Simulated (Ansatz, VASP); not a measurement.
# MgO in VASP and in Ansatz

The input POSCAR:

```
MgO
1.0
    3.4841042127      0.0000000000      0.0000000000
   -1.7420521064      3.0173227576      0.0000000000
    0.0000000000      0.0000000000      4.1856875957
Mg O
2 2
Direct
    0.6666666667      0.3333333333      0.7500000000
    0.3333333333      0.6666666667      0.2500000000
    0.6781497814      0.3562995629      0.2672246722
    0.3333333333      0.6666666667      0.7500000000
```

The input INCAR.step1:

```
PREC     = Accurate       # precision mode
ENCUT    = 520            # plane-wave cutoff, eV
ISMEAR   = 0              # smearing method
SIGMA    = 0.05           # smearing width, eV
LREAL    = F              # projectors in reciprocal space
LASPH    = T              # aspherical terms in the spheres
NELM     = 100            # most SCF steps
NBANDS   = 16             # bands
GGA      = PE             # functional
ALGO     = Normal         # electronic algorithm
EDIFF    = 1E-4           # SCF threshold, eV
LWAVE    = T              # write WAVECAR
LCHARG   = F              # write CHGCAR
```

The input INCAR.step2:

```
PREC     = Accurate       # precision mode
ENCUT    = 520            # plane-wave cutoff, eV
EDIFF    = 1E-6           # SCF threshold, eV
ISMEAR   = 0              # smearing method
SIGMA    = 0.05           # smearing width, eV
LREAL    = F              # projectors in reciprocal space
LASPH    = T              # aspherical terms in the spheres
NELM     = 100            # most SCF steps
ALGO     = Normal         # electronic algorithm
ISIF     = 2              # what is computed and relaxed
LWAVE    = F              # write WAVECAR
LCHARG   = F              # write CHGCAR
METAGGA  = R2SCAN         # meta-GGA
LMIXTAU  = T            
NBANDS   = 16             # bands
ISTART   = 1
```

Contents of KPOINTS:

```
regular mesh
0
Gamma
  6 6 6
```

Input for Ansatz:

```yaml
crystal:
  lattice:
    - [3.4841042127, 0.0, 0.0]
    - [-1.7420521064, 3.0173227576, 0.0]
    - [0.0, 0.0, 4.1856875957]
  atoms:
    - { symbol: Mg, position: [0.6666666667, 0.3333333333, 0.75] }
    - { symbol: Mg, position: [0.3333333333, 0.6666666667, 0.25] }
    - { symbol: O, position: [0.6781497814, 0.3562995629, 0.2672246722] }
    - { symbol: O, position: [0.3333333333, 0.6666666667, 0.75] }
basis:
  ecutwfc: 500
kpoints:
  mp_grid: { grid: [6, 6, 6] }
hamiltonian:
  xc: r2scan
scf:
  occupations: { method: gaussian, width: 0.05 }
output:
  forces: true
  stress: true
  eigenvalues: true
```

Alike in both runs: task single point; functional r2SCAN; k mesh 6 × 6 × 6; occupations gaussian, width 0.05 eV; no spin polarisation.

```csv
,VASP,Ansatz
version,VASP 6.6.1,Ansatz 0.2.0
potentials or method,"VASP PAW PBE potentials, release 64 (Mg, O), cutoff 520 eV","scalar-relativistic, plane waves, PAW"
valence electrons in the cell,16,32
```

```tsv
	VASP	Ansatz	Ansatz less VASP
gap on the k mesh at the Fermi level (eV)	4.07	4.08	+0.013
least direct gap on the mesh (eV)	4.07	4.08	+0.013
pressure (GPa)	-0.3	0.5	+0.78
traceless stress, the component that is largest in VASP (GPa)	-2.28	-2.34	-0.061
rms of the force components (eV/Å)	0.378	0.374	-0.0036
```

VASP's potentials were made for PBE, not for r2SCAN. Atom by atom the forces differ by 0.004 eV/Å (rms over components). VASP's potentials hold 16 valence electrons a cell and Ansatz's 32, so a difference there can come from the potentials and not from the codes.
